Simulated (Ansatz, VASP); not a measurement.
Ge: VASP beside Ansatz

INCAR

```
SYSTEM = Ge
PREC = Accurate
ENCUT = 520
EDIFF = 1E-7
ISMEAR = 0
SIGMA = 0.1
LREAL = .False.
LASPH = .True.
NELM = 100
ALGO = Normal
ISIF = 2
LWAVE = .False.
LCHARG = .False.
LDIPOL = .True.
IDIPOL = 3
DIPOL = 0.5 0.5 0.387
GGA = PE
IVDW = 12
NBANDS = 36
```

KPOINTS

```
regular mesh
0
Gamma
  9 9 1
  0 0 0
```

The input POSCAR:

```
Ge
1.0
    4.0226895355      0.0000000000      0.0000000000
   -2.0113447678      3.4837513293      0.0000000000
    0.0000000000      0.0000000000     18.8685220287
Ge
4
Direct
    0.3333333333      0.6666666667      0.2747571329
    0.6666666667      0.3333333333      0.2384924475
    0.2222222222      1.1111111111      0.5362646853
    0.5555555556      0.7777777778      0.5000000000
```

Input for Ansatz:

```yaml
crystal:
  lattice:
    - [4.0226895355, 0.0, 0.0]
    - [-2.0113447678, 3.4837513293, 0.0]
    - [0.0, 0.0, 18.8685220287]
  atoms:
    - { symbol: Ge, position: [0.3333333333, 0.6666666667, 0.2747571329] }
    - { symbol: Ge, position: [0.6666666667, 0.3333333333, 0.2384924475] }
    - { symbol: Ge, position: [0.2222222222, 1.1111111111, 0.5362646853] }
    - { symbol: Ge, position: [0.5555555556, 0.7777777778, 0.5] }
basis:
  ecutwfc: 420
kpoints:
  mp_grid: { grid: [9, 9, 1] }
hamiltonian:
  xc: pbe
  pseudopotentials: { kind: paw, azcp: { folder: soft_1 } }
  dispersion: d3bj
scf:
  occupations: { method: gaussian, width: 0.1 }
output:
  forces: true
  eigenvalues: true
efield:
  axis: 3
  dipole_correction: true
  ramp_width: 0.04
```

Alike in both runs: task single point; functional PBE; dispersion D3(BJ); k mesh 9 × 9 × 1; occupations gaussian, width 0.1 eV; no spin polarisation.

|  | VASP | Ansatz |
| --- | --- | --- |
| version | VASP 6.6.1 | Ansatz 0.2.0 |
| potentials or method | VASP PAW PBE potentials, release 64 (Ge_d), cutoff 520 eV | scalar-relativistic, plane waves, PAW |
| valence electrons in the cell | 56 | 56 |

|  | VASP | Ansatz | Ansatz less VASP |
| --- | --- | --- | --- |
| gap on the k mesh at the Fermi level (eV) | 0.08 | 0.08 | 0.000 |
| least direct gap on the mesh (eV) | 0.08 | 0.08 | 0.000 |
| rms of the force components (eV/Å) | 0.061 | 0.061 | +0.0002 |

Atom by atom the forces differ by 0.001 eV/Å (rms over components).
